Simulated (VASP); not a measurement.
Wanted: the native input for a VASP 6.6.1 run.

| Property | Result |
| --- | --- |
| Task | single point |
| Functional | PBEsol |
| Potentials or basis | VASP PAW PBE potentials, release 64 (Sn_d, As) |
| Cutoff | 520 eV |
| k mesh | 7 × 7 × 7 |
| Occupations | gaussian, width 0.15 eV |
| Spin | no spin polarisation |
| Dipole correction | no |
| Further INCAR settings | ALGO = Normal; EDIFF = 1e-07; NBANDS = 16 |

The structure of SnAs lies in POSCAR:

```
SnAs
1.0
    0.0000000000      2.8021101589      2.8021101589
    2.8021101589      0.0000000000      2.8021101589
    2.8021101589      2.8021101589      0.0000000000
Sn As
1 1
Direct
    0.0000000000      0.0000000000      0.0000000000
    0.5000000000      0.5000000000      0.5000000000
```

The input as run:

INCAR

```
SYSTEM = SnAs
PREC = Accurate
ENCUT = 520
EDIFF = 1E-7
ISMEAR = 0
SIGMA = 0.15
LREAL = .False.
LASPH = .True.
NELM = 60
ALGO = Normal
ISIF = 2
LWAVE = .False.
LCHARG = .False.
GGA = PS
NBANDS = 16
```

KPOINTS

```
regular mesh
0
Gamma
  7 7 7
  0 0 0
```

Potentials or basis: VASP PAW PBE potentials, release 64 (Sn_d, As).

Launch:

```console
$ cat potpaw_PBE.64/Sn_d/POTCAR potpaw_PBE.64/As/POTCAR > POTCAR
$ mpirun -np 1 vasp_std > vasp.out
```

Results of the run:

- Pressure: 4.9 GPa

Caveat: the PAW data sets were made with another functional, which shifts forces and pressure a little.

It took 7.7 s on 1 thread of Intel(R) Xeon(R) 6975P-C (Granite Rapids), with other jobs on the host, peak memory 0.17 GiB.
